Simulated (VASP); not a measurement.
# HfTi9 in VASP: further runs, part 2 of 2

VASP 6.6.1. The steps go on from the part before.

## (5) Single point, PBE

Input file INCAR:

```
PREC = Accurate
ENCUT = 520
EDIFF = 1E-6
ISMEAR = -1
SIGMA = 0.05
LREAL = Auto
LASPH = T
NELM = 60
ALGO = Normal
ISIF = 2
LWAVE = F
LCHARG = F
GGA = PE
NBANDS = 134
ISYM = 0
```

Input file KPOINTS:

```
Automatic mesh
0
Gamma
  1 1 1
  0.25 0.25 0.25
```

Input file POSCAR:

```
HfTi9
1.0
    7.2123050000      0.3730170000      0.2320640000
    0.3730170000      7.2034180000     -0.0335060000
    0.2320640000     -0.0335060000      7.4116840000
Ti Hf
18 2
Direct
    0.5153994695      0.3996888925      0.5461686323
    0.8509746062      0.6543676039      0.6703984776
    0.0598890075      0.6732894773      0.0550097865
    0.7480255428      0.3900612723      0.9016484774
    0.9278703641      0.8981606054      0.3604038517
    0.8590871099      0.0267491507      0.9838658888
    0.5348313201      0.1061825910      0.7505450392
    0.4852450766      0.8336127130      0.4231625517
    0.4201226021      0.4398226141      0.0826123139
    0.0623798288      0.3334069903      0.1583493066
    0.1633439741      0.3739688374      0.7864541910
    0.6599390159      0.7409738620      0.0213074360
    0.1255321249      0.9007739676      0.7204091331
    0.7575785064      0.5352639636      0.2961777453
    0.4680595286      0.6908880429      0.7452553466
    0.5925287752      0.1562567834      0.2454853637
    0.2050772305      0.6027774230      0.4382508237
    0.8722957910      0.2549557299      0.5880097015
    0.2976942801      0.9867595941      0.0649689384
    0.2474784004      0.1715850543      0.4529791477
```

Potentials or basis: VASP PAW PBE potentials, release 64 (Ti_sv, Hf_pv).

Launch:

```
$ cat potpaw_PBE.64/Ti_sv/POTCAR potpaw_PBE.64/Hf_pv/POTCAR > POTCAR
$ mpirun -np 1 vasp_std > vasp.out
```

OUTCAR:

```text
PREC = Accurate
   ENCUT = 520
   EDIFF = 1E-6
   ISMEAR = -1
   LREAL = Auto
   LASPH = T
   NELM = 60
   ISIF = 2
   GGA = PE
   ISYM = 0

 ion  position               nearest neighbor table
   1  0.515  0.400  0.546-  15 2.54   7 2.61  17 2.72  18 2.72  14 2.72  20 2.78  16 2.82
   2  0.851  0.654  0.670-   4 2.70  15 2.77  13 2.84  12 2.90
   3  0.060  0.673  0.055-  10 2.57   5 2.83   6 2.87  12 2.91  19 2.98
   4  0.748  0.390  0.902-  18 2.59   9 2.64  12 2.68   2 2.70   6 2.75
   5  0.928  0.898  0.360-   3 2.83  17 2.86  20 3.29
   6  0.859  0.027  0.984-  12 2.64  16 2.73  13 2.74   4 2.75   3 2.87  19 3.25
   7  0.535  0.106  0.751-   1 2.61  19 2.99  20 3.13
   8  0.485  0.834  0.423-  15 2.61  17 2.75  20 2.83  16 2.84  14 2.87  19 3.21
   9  0.420  0.440  0.083-  16 2.63   4 2.64  10 2.80
  10  0.062  0.333  0.158-   3 2.57  14 2.65   9 2.80  20 2.83  11 2.83  19 2.93
  11  0.163  0.374  0.786-  10 2.83  18 2.84  20 2.86
  12  0.660  0.741  0.021-  15 2.59  14 2.62   6 2.64   4 2.68   2 2.90   3 2.91  19 3.00
  13  0.126  0.901  0.720-   6 2.74  15 2.78   2 2.84  20 2.95  19 3.00
  14  0.758  0.535  0.296-  12 2.62  10 2.65   1 2.72   8 2.87
  15  0.468  0.691  0.745-   1 2.54  12 2.59   8 2.61   2 2.77  13 2.78  19 3.27
  16  0.593  0.156  0.245-   9 2.63   6 2.73   1 2.82   8 2.84  20 2.84  19 2.95
  17  0.205  0.603  0.438-   1 2.72   8 2.75   5 2.86  20 3.10
  18  0.872  0.255  0.588-   4 2.59   1 2.72  20 2.83  11 2.84
  19  0.298  0.987  0.065-  10 2.93  16 2.95   3 2.98   7 2.99  13 3.00  12 3.00  20 3.15   8 3.21
                             6 3.25  15 3.27
  20  0.247  0.172  0.453-   1 2.78  10 2.83   8 2.83  18 2.83  16 2.84  11 2.86  13 2.95  17 3.10
                             7 3.13  19 3.15   5 3.29

IMPORTANT INFORMATION: All symmetrisations will be switched off!
NOSYMM: (Re-)initialisation of all symmetry stuff for point group C_1.

----------------------------------------------------------------------------------------

                                     Primitive cell

  volume of cell :     383.6280

  direct lattice vectors                    reciprocal lattice vectors
     7.212305000  0.373017000  0.232064000     0.139166959 -0.007226949 -0.004390067
     0.373017000  7.203418000 -0.033506000    -0.007226949  0.139201202  0.000855567
     0.232064000 -0.033506000  7.411684000    -0.004390067  0.000855567  0.135063427

  length of vectors
     7.225672204  7.213147386  7.415391835     0.139423613  0.139391303  0.135137464

  position of ions in fractional coordinates (direct lattice)
     0.515399469  0.399688893  0.546168632
     0.850974606  0.654367604  0.670398478
     0.059889007  0.673289477  0.055009787
     0.748025543  0.390061272  0.901648477
     0.927870364  0.898160605  0.360403852
     0.859087110  0.026749151  0.983865889
[... 12 lines left out ...]
     0.297694280  0.986759594  0.064968938
     0.247478400  0.171585054  0.452979148

  ion indices of the primitive-cell ions
   primitive index   ion index
                 1           1
                 2           2
                 3           3
                 4           4
                 5           5
                 6           6
[... 12 lines left out ...]
                19          19
                20          20

----------------------------------------------------------------------------------------

 KPOINTS: Automatic mesh

Automatic generation of k-mesh.
 Grid dimensions read from file:
 generate k-points for:    1    1    1

 Generating k-lattice:

  Cartesian coordinates                     Fractional coordinates (reciprocal lattice)
     0.139166959 -0.007226949 -0.004390067     1.000000000  0.000000000 -0.000000000
    -0.007226949  0.139201202  0.000855567     0.000000000  1.000000000  0.000000000
    -0.004390067  0.000855567  0.135063427     0.000000000  0.000000000  1.000000000

  Length of vectors
     0.139423613  0.139391303  0.135137464

  Shift w.r.t. Gamma in fractional coordinates (k-lattice)
     0.250000000  0.250000000  0.250000000

 Subroutine IBZKPT returns following result:
 ===========================================

 Found      1 irreducible k-points:

 Following reciprocal coordinates:
            Coordinates               Weight
  0.250000  0.250000  0.250000      2.000000
   k-points           NKPTS =      1   k-points in BZ     NKDIM =      1   number of bands    NBANDS=    134
   number of dos      NEDOS =    301   number of ions     NIONS =     20
   total plane-waves  NPLWV = 163296
   dimension x,y,z NGX =    54 NGY =   54 NGZ =   56
   dimension x,y,z NGXF=   108 NGYF=  108 NGZF=  112
   ions per type =              18   2
   NGX,Y,Z   is equivalent  to a cutoff of  12.42, 12.45, 12.55 a.u.
   NGXF,Y,Z  is equivalent  to a cutoff of  24.85, 24.89, 25.11 a.u.
 SYSTEM =  unknown system
   PREC   = accura    normal or accurate (medium, high low for compatibility)
   ISTART =      0    job   : 0-new  1-cont  2-samecut
   ICHARG =      2    charge: 1-file 2-atom 10-const
   ISPIN  =      1    spin polarized calculation?
   LNONCOLLINEAR =      F non collinear calculations
   LSORBIT =      F    spin-orbit coupling
   LASPH  =      T    aspherical Exc in radial PAW
   ENCUT  =  520.0 eV  38.22 Ry    6.18 a.u.  13.43 13.41 13.79*2*pi/ulx,y,z
   NELM   =     60;   NELMIN=  2; NELMDL= -5     # of ELM steps
   EDIFF  = 0.1E-05   stopping-criterion for ELM
   LREAL  =      T    real-space projection
   EDIFFG = 0.1E-04   stopping-criterion for IOM
   NSW    =      0    number of steps for IOM
   IBRION =     -1    ionic relax: 0-MD 1-quasi-New 2-CG
   NFREE  =      0    steps in history (QN), initial steepest desc. (CG)
   ISIF   =      2    stress and relaxation
   ISYM   =      0    0-nonsym 1-usesym 2-fastsym
   POTIM  = 0.5000    time-step for ionic-motion
   TEBEG  =    0.0;   TEEND  =   0.0 temperature during run
   PSTRESS=    0.0 pullay stress
   NELECT =     236.0000    total number of electrons
   NUPDOWN=      -1.0000    fix difference up-down
   EMIN   =  10.00;   EMAX   =-10.00  energy-range for DOS
   EFERMI =   0.00;   METHOD = LEGACY
   ISMEAR =    -1;   SIGMA  =   0.05  broadening in eV -4-tet -1-fermi 0-gaus
   EFERMI_NEDOS =   21; number of points for ismear=-14 and -15
   IALGO  =     38    algorithm
   IMIX   =      4    mixing-type and parameters
     AMIX     =   0.40;   BMIX     =  1.00
     AMIX_MAG =   1.60;   BMIX_MAG =  1.00
  volume/ion in A,a.u.               =      19.18       129.44
  Fermi-wavevector in a.u.,A,eV,Ry     =   1.392330  2.631122 26.376009  1.938582
  Thomas-Fermi vector in A             =   2.516083
   LORBIT       =      0    0 simple, 1 ext, 2 COOP (PROOUT), +10 PAW based schemes
   GGA     = PE    functional components
   LHFCALC =     F    Hartree Fock is set to
   AEXX    =    0.0000 exact exchange contribution
   IVDW    =     0    specifies the selected vdW correction
   LEPSILON=     F    determine dielectric tensor
   LRPA    =     F    only Hartree local field effects (RPA)
 non-spin polarized calculation
  energy-cutoff  :      520.00
  volume of cell :      383.63
 maximum number of plane-waves:     10336
 NGX is ok and might be reduce to    54
   NGX = 27   NGY = 27   NGZ = 27

 number of electron     235.9999997 magnetization

 Free energy of the ion-electron system (eV)
  ---------------------------------------------------
  ext. energy  EPLUGINS =         0.00000000
  ---------------------------------------------------
  free energy    TOTEN  =      -156.17039729 eV

  energy without entropy =     -155.87452389  energy(sigma->0) =     -156.02246059

 E-fermi :   6.9339     XC(G=0): -11.0916

 val. band max:        6.9146377292   @ k =   0.2500   0.2500   0.2500
 cond. band min:       6.9560595727   @ k =   0.2500   0.2500   0.2500
 fundamental gap:      0.0414218436
 Fermi energy:         6.9339469216

 k-point     1 :       0.2500    0.2500    0.2500
  band No.  band energies     occupation
      1     -49.9309      2.00000
      2     -49.9140      2.00000
      3     -49.8176      2.00000
      4     -49.8066      2.00000
      5     -49.7750      2.00000
      6     -49.7536      2.00000
[... 122 lines left out ...]
    129       7.6207      0.00000
    130       7.6914      0.00000
 [bands above 130 left out]

------------------------ aborting loop because EDIFF is reached ----------------------------------------

  FORCE on cell =-STRESS in cart. coord.  units (eV):
  Direction    XX          YY          ZZ          XY          YZ          ZX
  --------------------------------------------------------------------------------------
  -------------------------------------------------------------------------------------
  Total      -12.0213113    -10.0887806     -8.6890346     -2.9456561     -0.3795977     -1.5089234
  in kB      -50.2056026    -42.1346138    -36.2887381    -12.3021885     -1.5853456     -6.3018424
  external PRESSURE =     -42.8763182 kB  Pullay stress =       0.0000000 kB

 VOLUME and BASIS-vectors are now :
 -----------------------------------------------------------------------------
  energy-cutoff  :      520.00
  volume of cell :      383.63
      direct lattice vectors                 reciprocal lattice vectors
     7.212305000  0.373017000  0.232064000     0.139166959 -0.007226949 -0.004390067
     0.373017000  7.203418000 -0.033506000    -0.007226949  0.139201202  0.000855567
     0.232064000 -0.033506000  7.411684000    -0.004390067  0.000855567  0.135063427

 POSITION                                       TOTAL-FORCE (eV/Angst)
 -----------------------------------------------------------------------------------
      3.99305      3.05308      4.15424         0.158917     -0.059014     -0.195073
      6.53715      5.00865      5.14434         0.276775      0.316710     -0.427976
      0.69585      4.87048      0.39905         0.227920      0.059281     -0.551616
      5.74973      3.05859      6.84325        -0.228978      0.090484      0.328547
      7.11075      6.80386      2.85643         0.145630      0.493216     -0.146119
      6.43430      0.48017      7.49057         0.453729      0.464285     -0.218054
[... 12 lines left out ...]
      2.53022      7.21691      0.51755        -0.161973     -0.371786     -0.177828
      1.95401      1.31313      3.40902        -0.503842     -0.023376      0.226815
 -----------------------------------------------------------------------------------
    total drift:                               -0.001920     -0.026908      0.062977

  FREE ENERGIE OF THE ION-ELECTRON SYSTEM (eV)
  ---------------------------------------------------
  free  energy   TOTEN  =      -156.1703972861 eV

  energy  without entropy=     -155.8745238891  energy(sigma->0) =     -156.02246059
```

Wall time 7.1 min (1 thread of AMD EPYC 7R13, shared host); peak memory 0.38 GiB.

What came out:

```yaml
Free_energy: -156.1704 eV
Pressure: -4.3 GPa
Largest_force: 1.206 eV/Å
Band_gap_on_the_k_mesh: 0.04 eV
```

Forces in eV/Å, atoms in the order of the input:
```
Ti   0.159 -0.059 -0.195
Ti   0.277  0.317 -0.428
Ti   0.228  0.059 -0.552
Ti  -0.229  0.090  0.329
Ti   0.146  0.493 -0.146
Ti   0.454  0.464 -0.218
Ti   0.146 -0.921  0.270
Ti   0.888  0.049 -0.814
Ti  -0.604  0.836 -0.131
Ti  -0.248 -0.565 -0.052
Ti   0.560 -0.225  0.069
Ti  -0.019  0.733  0.785
Ti   0.101  0.246 -0.166
Ti  -0.234 -0.083  0.457
Ti  -0.636  0.231  0.891
Ti   0.613 -0.555  0.474
Ti  -1.069 -0.110 -0.148
Ti   0.133 -0.604 -0.474
Hf  -0.162 -0.372 -0.178
Hf  -0.504 -0.023  0.227
```

Caveat: the k points lie up to 0.88 Å⁻¹ apart; spin-orbit coupling is left out, which moves the levels of the heavy elements.

## (6) Single point, PBE

Input file INCAR:

```
PREC     = Accurate       # precision mode
ENCUT    = 520            # plane-wave cutoff, eV
EDIFF    = 1E-6           # SCF threshold, eV
ISMEAR   = -1             # smearing method
SIGMA    = 0.05           # smearing width, eV
LREAL    = Auto         
LASPH    = True           # aspherical terms in the spheres
NELM     = 80             # most SCF steps
ALGO     = Normal         # electronic algorithm
ISIF     = 2              # what is computed and relaxed
LWAVE    = False          # write WAVECAR
LCHARG   = False          # write CHGCAR
GGA      = PE             # functional
NBANDS   = 134            # bands
ISYM     = 0
```

KPOINTS is that of step 5.

Input file POSCAR:

```
HfTi9
1.0
    7.2123050000      0.3730170000      0.2320640000
    0.3730170000      7.2034180000     -0.0335060000
    0.2320640000     -0.0335060000      7.4116840000
Ti Hf
18 2
Direct
    0.5132848745      0.4016768742      0.5513463127
    0.8472631713      0.6576448047      0.6529573800
    0.0613085357      0.6948515000      0.0354243638
    0.7254613742      0.4008607277      0.9048470997
    0.9319393759      0.9008603124      0.3561636797
    0.8945088322      0.0359949724      1.0012485354
    0.5404824897      0.0765071811      0.7375205043
    0.5103935142      0.8387672637      0.3889351968
    0.4004376719      0.4729034235      0.0993879305
    0.0429663019      0.3567404187      0.1638069044
    0.1650321427      0.3698101564      0.7910204806
    0.6599061598      0.7627989927      0.0322691685
    0.1254053203      0.9002156425      0.7111824472
    0.7435108864      0.5370921236      0.3146383060
    0.4362738221      0.7117328824      0.7398677377
    0.6045000082      0.1437132647      0.2648927783
    0.1843593556      0.5948702292      0.4395657657
    0.8788261014      0.2485506410      0.5674576840
    0.3029217428      0.9863895535      0.0672483793
    0.2338581126      0.1826448338      0.4514157172
```

Potentials or basis: VASP PAW PBE potentials, release 64 (Ti_sv, Hf_pv).

Launch:

```
$ cat potpaw_PBE.64/Ti_sv/POTCAR potpaw_PBE.64/Hf_pv/POTCAR > POTCAR
$ mpirun -np 1 vasp_std > vasp.out
```

Wall time 6.8 min (1 thread of AMD EPYC 7R13, shared host); peak memory 0.37 GiB.

The run converged. Its results:

| Property | Result |
| --- | --- |
| Free energy | -156.7667 eV |
| Pressure | -4.8 GPa |
| Largest force | 1.104 eV/Å |
| Band gap on the k mesh | 0.06 eV |

Forces on the atoms (eV/Å):
```
Ti  -0.114 -0.004  0.765
Ti  -0.304  0.091  0.594
Ti   0.190 -0.656 -0.480
Ti   0.044 -0.227 -0.137
Ti   0.193 -0.078 -0.402
Ti  -0.141  0.920 -0.034
Ti   0.647 -0.099 -0.336
Ti  -0.416 -0.730  0.716
Ti   0.020  0.025 -0.061
Ti  -0.087 -0.256 -0.355
Ti   0.247 -0.036  0.279
Ti   0.076  0.038 -0.306
Ti  -0.511  0.694 -0.242
Ti  -0.214 -0.187 -0.314
Ti   0.467 -0.218  0.782
Ti   0.225  0.813 -0.318
Ti  -0.043  0.357 -0.205
Ti  -0.608 -0.003  0.560
Hf  -0.351  0.121 -0.469
Hf   0.681 -0.564 -0.038
```

Stress tensor (GPa, compression positive):
```
-4.77 -1.50 -0.93
-1.50 -4.83 -0.10
-0.93 -0.10 -4.76
```

Levels at points of the mesh, in eV from the valence-band top:
| k point | band 116 | band 117 | band 118 | band 119 | band 120 | band 121 |
| --- | --- | --- | --- | --- | --- | --- |
| (0.25, 0.25, 0.25) | -0.17 | -0.10 | 0.00 | 0.06 | 0.12 | 0.17 |

Caveat: the k points lie up to 0.88 Å⁻¹ apart; spin-orbit coupling is left out, which moves the levels of the heavy elements.

## (7) Single point, PBE

Input file INCAR:

```
SYSTEM = HfTi9
ALGO     = Normal         ! electronic algorithm
EDIFF    = 1E-6           ! SCF threshold, eV
ENCUT    = 520            ! plane-wave cutoff, eV
GGA      = PE             ! functional
ISIF     = 2              ! what is computed and relaxed
ISMEAR   = -1             ! smearing method
ISYM     = 0            
LASPH    = .True.         ! aspherical terms in the spheres
LCHARG   = .False.        ! write CHGCAR
LREAL    = Auto         
LWAVE    = .False.        ! write WAVECAR
NBANDS   = 134            ! bands
NELM     = 80             ! most SCF steps
PREC     = Accurate       ! precision mode
SIGMA    = 0.05           ! smearing width, eV
```

KPOINTS is that of step 6.

Input file POSCAR:

```
HfTi9
1.0
    7.2123050000      0.3730170000      0.2320640000
    0.3730170000      7.2034180000     -0.0335060000
    0.2320640000     -0.0335060000      7.4116840000
Ti Hf
18 2
Direct
    0.5027397715      0.4045977852      0.5704485851
    0.8286215335      0.6654484479      0.6697082995
    0.0618436985      0.6891017387      0.0058980316
    0.7213882966      0.4019286197      0.9157748451
    0.9378750317      0.8775560293      0.3267542654
    0.8954798291      0.0574571316      1.0039078201
    0.5531294331      0.0502791713      0.7187837778
    0.5112762022      0.8231162943      0.4065375067
    0.3965834788      0.5031080890      0.1011234952
    0.0274945241      0.3640949333      0.1553429525
    0.1697237335      0.3646061608      0.7980486925
    0.6608150995      0.7830851153      0.0164949902
    0.1105357872      0.9137162212      0.7077121203
    0.7176459792      0.5192134205      0.2902599421
    0.4308232956      0.7034145651      0.7580598459
    0.5959164487      0.1659927033      0.2460989968
    0.1643915472      0.5972274664      0.4428736227
    0.8533664042      0.2518816248      0.5623711055
    0.2975331908      0.9820882855      0.0695508750
    0.2380103212      0.1794982373      0.4491652155
```

Launch:

```
$ cat potpaw_PBE.64/Ti_sv/POTCAR potpaw_PBE.64/Hf_pv/POTCAR > POTCAR
$ mpirun -np 1 vasp_std > vasp.out
```

Run time: 6.5 min. Hardware: 1 thread of AMD EPYC 7R13, shared host; peak memory 0.37 GiB.

The run converged. Its results:

| Item | Value |
| --- | --- |
| Free energy | -157.2329 eV |
| Pressure | -4.9 GPa |
| Largest force | 0.795 eV/Å |
| Band gap on the k mesh | 0.05 eV |

Forces in eV/Å, atoms in the order of the input:
```
Ti  -0.144 -0.033 -0.082
Ti  -0.082  0.175 -0.592
Ti  -0.116 -0.079 -0.417
Ti  -0.070 -0.125 -0.480
Ti  -0.057  0.595  0.422
Ti   0.272 -0.080 -0.083
Ti   0.353  0.286  0.284
Ti  -0.402  0.261 -0.289
Ti  -0.585 -0.265  0.114
Ti   0.607 -0.314  0.370
Ti  -0.104 -0.260  0.007
Ti   0.238 -0.359  0.108
Ti  -0.492  0.474 -0.406
Ti   0.015  0.537  0.349
Ti   0.104  0.353  0.436
Ti   0.104 -0.098  0.429
Ti   0.190 -0.146  0.343
Ti   0.467 -0.421  0.137
Hf  -0.422 -0.011 -0.522
Hf   0.123 -0.492 -0.127
```

Stress tensor (GPa, compression positive):
```
-4.95 -1.06 -1.30
-1.06 -5.17  0.15
-1.30  0.15 -4.65
```

Levels at points of the mesh, in eV from the valence-band top:
```tsv
k point	band 116	band 117	band 118	band 119	band 120	band 121
(0.25, 0.25, 0.25)	-0.13	-0.06	0.00	0.05	0.17	0.20
```

Caveat: the k points lie up to 0.88 Å⁻¹ apart; spin-orbit coupling is left out, which moves the levels of the heavy elements.
